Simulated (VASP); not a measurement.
A run of VASP 6.6.1:

The input INCAR:

```
SYSTEM = AlN
ALGO = Normal ; EDIFF = 1E-6
ENCUT = 520 ; GGA = PS
ISIF = 2 ; ISMEAR = 0
LASPH = .TRUE. ; LCHARG = .FALSE.
LREAL = .FALSE. ; LWAVE = .FALSE.
NBANDS = 26 ; NELM = 100
PREC = Accurate ; SIGMA = 0.05
```

KPOINTS

```
k-points
0
G
  6 6 6
  0 0 0
```

POSCAR

```
AlN
1.0
    4.3771405283      0.0000000000      0.0000000000
    0.0000000000     -4.3771405283      0.0000000000
    0.0000000000      0.0000000000     -4.3771405283
Al N
4 4
Direct
   -0.0814188659      0.0000000000     -0.0814188659
    0.5000000000      0.5000000000      0.0000000000
    0.5000000000      0.0000000000      0.5000000000
    0.0000000000      0.5000000000      0.5000000000
    0.7500000000      0.7500000000      0.7500000000
    0.2500000000      0.2500000000      0.7500000000
    0.2500000000      0.7500000000      0.2500000000
    0.7500000000      0.2500000000      0.2500000000
```

Potentials or basis: VASP PAW PBE potentials, release 64 (Al, N).

The run is started by

```sh
$ cat potpaw_PBE.64/Al/POTCAR potpaw_PBE.64/N/POTCAR > POTCAR
$ mpirun -np 1 vasp_std > vasp.out
```

Hardware: 1 thread of Intel(R) Xeon(R) Platinum 8488C (Sapphire Rapids), on a shared host.

Q: Estimate the wall time of this run.

A: Wall time 93 s on 1 thread of Intel(R) Xeon(R) Platinum 8488C (Sapphire Rapids), with other jobs on the host, peak memory 0.25 GiB. Counts: scf iterations 14, k points 68.
